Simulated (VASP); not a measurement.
A run of VASP 6.6.1 is set up as follows.

INCAR

```
PREC = Accurate
ENCUT = 520
EDIFF = 1E-6
ISMEAR = 0
SIGMA = 0.01
LREAL = Auto
LASPH = T
NELM = 60
ALGO = Normal
ISIF = 2
LWAVE = F
LCHARG = T
GGA = PE
LELF = T
LVHAR = T
NELECT = 128.0
NBANDS = 86
```

Contents of KPOINTS:

```
Automatic mesh
0
Gamma
  1 1 1
  0.25 0.25 0.25
```

Contents of POSCAR:

```
BeAl15N16
1.0
    6.2595139128      0.0000000578      0.0000000000
   -3.1297570064      5.4208980350      0.0000000000
    0.0000000000      0.0000000000     10.0348065929
Al Be N
15 1 16
Direct
    0.3309428369      0.1668199619      0.2554391564
    0.3304816326      0.1672473154      0.7451763406
    0.1655925591      0.3322132572      0.9989301330
    0.3305943024      0.6616774527      0.2555231209
    0.1671432089      0.8329656293      0.4986521327
    0.3301974956      0.6606762662      0.7449013901
    0.1668655150      0.8328572476      0.9997229780
    0.8361054576      0.1671441773      0.2555171951
    0.6648584823      0.3307140667      0.4986373338
    0.8370829083      0.1675569745      0.7449072415
    0.6649312432      0.3308566748      0.9997097482
    0.8325031229      0.6652699868      0.2507959041
    0.6642021951      0.8336393010      0.4984886785
    0.8323743998      0.6653297232      0.7487556019
    0.6648551350      0.8329220578      0.9996970637
    0.1668756670      0.3308072306      0.5035696427
    0.3267395158      0.1711033953      0.4430928265
    0.1671557883      0.3306322237      0.1879609051
    0.3310807677      0.1666632886      0.9380215252
    0.1671399225      0.3305607102      0.6846293605
    0.3256128016      0.6576400459      0.4429404364
    0.1680280190      0.8311855957      0.1899450415
    0.3309036188      0.6664553805      0.9378317147
    0.1662107012      0.8303685305      0.6899818486
    0.8402108848      0.1722239296      0.4429639167
    0.6666018383      0.3296877070      0.1899448419
    0.8312211313      0.1667464302      0.9378139635
    0.6673000024      0.3315036618      0.6899829131
    0.8307223529      0.6670714831      0.4395045897
    0.6665025658      0.8312516494      0.1898873085
    0.8309876981      0.6666570696      0.9399462970
    0.6672652325      0.8304805500      0.6898549048
```

Potentials or basis: VASP PAW PBE potentials, release 64 (Al, Be, N).

Launch:

```sh
$ cat potpaw_PBE.64/Al/POTCAR potpaw_PBE.64/Be/POTCAR potpaw_PBE.64/N/POTCAR > POTCAR
$ mpirun -np 1 vasp_std > vasp.out
```

Question: Estimate the largest force.

Answer: 0.273 eV/Å.

Forces on the atoms (eV/Å):
```
Al   0.099 -0.057  0.006
Al   0.115 -0.069  0.003
Al  -0.116  0.059 -0.001
Al   0.109 -0.062 -0.006
Al  -0.129  0.073  0.012
Al   0.118 -0.076 -0.005
Al  -0.106  0.059 -0.001
Al   0.111 -0.061 -0.006
Al  -0.128  0.071  0.016
Al   0.123 -0.068 -0.005
Al  -0.111  0.062  0.000
Al   0.107 -0.065  0.001
Al  -0.117  0.066 -0.002
Al   0.129 -0.076  0.005
Al  -0.120  0.063 -0.004
Be  -0.107  0.065 -0.022
N    0.112 -0.067 -0.005
N   -0.171  0.098 -0.003
N    0.171 -0.098 -0.006
N   -0.178  0.106  0.036
N    0.271 -0.035 -0.005
N   -0.163  0.088 -0.002
N    0.175 -0.091  0.008
N   -0.179  0.106 -0.004
N    0.164 -0.218 -0.009
N   -0.161  0.101 -0.002
N    0.173 -0.098  0.011
N   -0.174  0.103 -0.005
N    0.172 -0.096 -0.004
N   -0.172  0.099  0.012
N    0.173 -0.094 -0.002
N   -0.190  0.110 -0.011
```

Caveat: the k points lie up to 0.58 Å⁻¹ apart; the cell carries a net charge on a neutralising background, which shifts energy and pressure.
